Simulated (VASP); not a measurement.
Write the native input for VASP 6.6.1 that does the following.

| Property | Result |
| --- | --- |
| Task | single point |
| Functional | r2SCAN |
| Potentials or basis | VASP PAW PBE potentials, release 64 (Ti_sv) |
| Cutoff | 550 eV |
| k mesh | 11 × 11 × 11 |
| Occupations | tetrahedron |
| Spin | no spin polarisation |
| Dipole correction | no |
| Further INCAR settings | ALGO = Normal; EDIFF = 1e-06; NBANDS = 12 |

The system is Ti.

```
Ti
1.0
     0.00000    1.97436    1.97436
     1.97436    0.00000    1.97436
     1.97436    1.97436    0.00000
Ti
1
Cartesian
  0.0000 0.0000 0.0000
```

This isn't the form of Ti at room conditions, which is hcp.

One way to write it, as run:

POSCAR

```
Ti
1.0
    0.0000000000      1.9743553150      1.9743553150
    1.9743553150      0.0000000000      1.9743553150
    1.9743553150      1.9743553150      0.0000000000
Ti
1
Direct
    0.0000000000      0.0000000000      0.0000000000
```

INCAR.step1

```
SYSTEM = Ti
PREC = Accurate ; ENCUT = 550
ISMEAR = -5 ; SIGMA = 0.05
LREAL = .False. ; LASPH = .True.
NELM = 120 ; NBANDS = 12
GGA = PE ; ALGO = Normal
EDIFF = 1E-5 ; LWAVE = .True.
LCHARG = .False. ; GGA_COMPAT = .False.
```

INCAR.step2

```
SYSTEM = Ti
PREC = Accurate ; ENCUT = 550
EDIFF = 1E-6 ; ISMEAR = -5
SIGMA = 0.05 ; LREAL = .False.
LASPH = .True. ; NELM = 120
ALGO = Normal ; ISIF = 2
LWAVE = .False. ; LCHARG = .False.
METAGGA = R2SCAN ; LMIXTAU = .True.
NBANDS = 12 ; ISTART = 1
GGA_COMPAT = .False.
```

KPOINTS

```
Automatic mesh
0
Gamma
  11 11 11
  0 0 0
```

Potentials or basis: VASP PAW PBE potentials, release 64 (Ti_sv).

Command:

```bash
$ cat potpaw_PBE.64/Ti_sv/POTCAR > POTCAR
$ cp INCAR.step1 INCAR
$ mpirun -np 1 vasp_std > vasp.out
$ cp INCAR.step2 INCAR
$ mpirun -np 1 vasp_std > vasp.out
```

Results of the run:

The pressure is 17.0 GPa and the band gap on the k mesh is zero (bands 6 and 7 overlap by 1.42 eV).

Caveat: the cell stands under pressure; the PAW data sets were made with another functional, which shifts forces and pressure a little; tetrahedron occupations give inexact forces and stress in metals.

It took 26 s on 1 thread of Intel(R) Xeon(R) Platinum 8488C (Sapphire Rapids) (shared host), peak memory 0.14 GiB.
